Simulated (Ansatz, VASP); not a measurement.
**Si3As in VASP and in Ansatz**

```xyz
4
Lattice="3.2833 0.0000 0.0000 0.0000 3.2833 0.0000 0.0000 0.0000 6.3406" Properties=species:S:1:pos:R:3 pbc="T T T"
Si    1.6417    1.6417    1.4998
Si    1.6417    1.6417    4.8408
Si    0.0000    0.0000    3.1703
As    0.0000    0.0000    0.0000
```

Change from the starting cell: species swapped into the HgPb3 type (P4/mmm, No. 123).

Alike in both runs: task single point; functional PBE; k mesh 6 × 6 × 4; occupations gaussian, width 0.1 eV; no spin polarisation.

```csv
,VASP,Ansatz
version,VASP 6.6.1,Ansatz 0.2.0
potentials or method,"VASP PAW PBE potentials, release 64 (Si, As), cutoff 520 eV","scalar-relativistic, plane waves, PAW"
valence electrons in the cell,17,27
```

```tsv
	VASP	Ansatz	Ansatz less VASP
gap on the k mesh at the Fermi level (eV)	none	none	-
pressure (GPa)	-4.5	-4.5	-0.07
traceless stress, the component that is largest in VASP (GPa)	-2.35	-2.37	-0.011
rms of the force components (eV/Å)	0.141	0.138	-0.0034
```

Atom by atom the forces differ by 0.003 eV/Å (rms over components). A gap of «none» marks a metal or a gap that the smearing closes. With one functional, cell and mesh, what is left measures potentials, basis and numerics. VASP's potentials hold 17 valence electrons a cell and Ansatz's 27, so a difference there can come from the potentials and not from the codes.
